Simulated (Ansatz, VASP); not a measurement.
# Cu in VASP and in Ansatz

INCAR

```
SYSTEM = Cu
PREC = Accurate
ENCUT = 520
EDIFF = 1E-6
ISMEAR = 0
SIGMA = 0.15
LREAL = .False.
LASPH = .True.
NELM = 60
ALGO = Fast
ISIF = 2
LWAVE = .False.
LCHARG = .True.
GGA = PS
LELF = .True.
LVHAR = .True.
NBANDS = 54
```

Contents of KPOINTS:

```
regular mesh
0
Gamma
  17 17 3
  0 0 0
```

Contents of POSCAR:

```
Cu
1.0
   -2.5195435222      0.0000000000      0.0000000000
   -1.2597717611     -2.1819886961      0.0000000000
    0.0000000000      0.0000000000     16.4659939893
Cu
8
Direct
    0.0000000000      0.0000000000      0.0000000000
    0.0000000000      0.0000000000      0.5000000000
    0.3333333333      0.3333333333      0.1250000000
    0.3333333333      0.3333333333      0.6250000000
    1.0000000000      1.0000000000      0.2500000000
    1.0000000000      1.0000000000      0.7500000000
    0.6666666667      0.6666666667      0.3750000000
    0.6666666667      0.6666666667      0.8750000000
```

Input for Ansatz:

```yaml
crystal:
  lattice:
    - [-2.5195435222, 0.0, 0.0]
    - [-1.2597717611, -2.1819886961, 0.0]
    - [0.0, 0.0, 16.4659939893]
  atoms:
    - { symbol: Cu, position: [0.0, 0.0, 0.0] }
    - { symbol: Cu, position: [0.0, 0.0, 0.5] }
    - { symbol: Cu, position: [0.3333333333, 0.3333333333, 0.125] }
    - { symbol: Cu, position: [0.3333333333, 0.3333333333, 0.625] }
    - { symbol: Cu, position: [1.0, 1.0, 0.25] }
    - { symbol: Cu, position: [1.0, 1.0, 0.75] }
    - { symbol: Cu, position: [0.6666666667, 0.6666666667, 0.375] }
    - { symbol: Cu, position: [0.6666666667, 0.6666666667, 0.875] }
basis:
  ecutwfc: 520.0
kpoints:
  mp_grid: { grid: [17, 17, 3] }
hamiltonian:
  xc: pbesol
  pseudopotentials: { kind: paw, azcp: { folder: soft_1 } }
scf:
  occupations: { method: gaussian, width: 0.15 }
output:
  forces: true
  stress: true
  eigenvalues: true
```

Alike in both runs: task single point; functional PBEsol; k mesh 17 × 17 × 3; occupations gaussian, width 0.15 eV; no spin polarisation.

|  | VASP | Ansatz |
| --- | --- | --- |
| version | VASP 6.6.1 | Ansatz 0.2.0 |
| potentials or method | VASP PAW PBE potentials, release 64 (Cu), cutoff 520 eV | scalar-relativistic, plane waves, PAW |
| valence electrons in the cell | 88 | 152 |

|  | VASP | Ansatz | Ansatz less VASP |
| --- | --- | --- | --- |
| gap on the k mesh at the Fermi level (eV) | none | none | - |
| pressure (GPa) | 0.7 | -0.1 | -0.74 |
| traceless stress, the component that is largest in VASP (GPa) | 0.85 | 0.86 | +0.009 |

VASP's potentials were made for PBE, not for PBEsol, and Ansatz warns of the same on its side. A gap of «none» marks a metal or a gap that the smearing closes. VASP's potentials hold 88 valence electrons a cell and Ansatz's 152, so a difference there can come from the potentials and not from the codes.
